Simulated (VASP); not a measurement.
Wanted: the native input for a VASP 6.6.1 run.

| Quantity | Value |
| --- | --- |
| Task | single point |
| Functional | LDA |
| Potentials or basis | VASP PAW LDA potentials, release 64 (Ti_sv, Au) |
| Cutoff | 520 eV |
| k mesh | 9 × 9 × 9 |
| Occupations | fermi-dirac, width 0.01 eV |
| Spin | no spin polarisation |
| Dipole correction | no |
| Further INCAR settings | ALGO = Normal; EDIFF = 1e-06; NBANDS = 18 |

The structure of TiAu lies in POSCAR:

```
TiAu
1.0
    3.1873844624      0.0000000000      0.0000000000
    0.0000000000      3.1873844624      0.0000000000
    0.0000000000      0.0000000000      3.1873844624
Ti Au
1 1
Direct
    0.5000000000      0.5000000000      0.5000000000
    0.0000000000      0.0000000000      0.0000000000
```

One way to write it, as run:

INCAR

```
SYSTEM = TiAu
PREC     = Accurate       ! precision mode
ENCUT    = 520            ! plane-wave cutoff, eV
EDIFF    = 1E-6           ! SCF threshold, eV
ISMEAR   = -1             ! smearing method
SIGMA    = 0.01           ! smearing width, eV
LREAL    = .False.        ! projectors in reciprocal space
LASPH    = .True.         ! aspherical terms in the spheres
NELM     = 80             ! most SCF steps
ALGO     = Normal         ! electronic algorithm
ISIF     = 2              ! what is computed and relaxed
LWAVE    = .False.        ! write WAVECAR
LCHARG   = .False.        ! write CHGCAR
GGA      = CA             ! functional
NBANDS   = 18             ! bands
```

KPOINTS

```
regular mesh
0
Gamma
  9 9 9
  0 0 0
```

Potentials or basis: VASP PAW LDA potentials, release 64 (Ti_sv, Au).

Launch:

```console
$ cat potpaw_LDA.64/Ti_sv/POTCAR potpaw_LDA.64/Au/POTCAR > POTCAR
$ mpirun -np 1 vasp_std > vasp.out
```

It gave:

The pressure is 0.2 GPa.

Run time: 13 s on 1 thread of Intel Xeon 8259CL (shared host), peak memory 0.14 GiB.
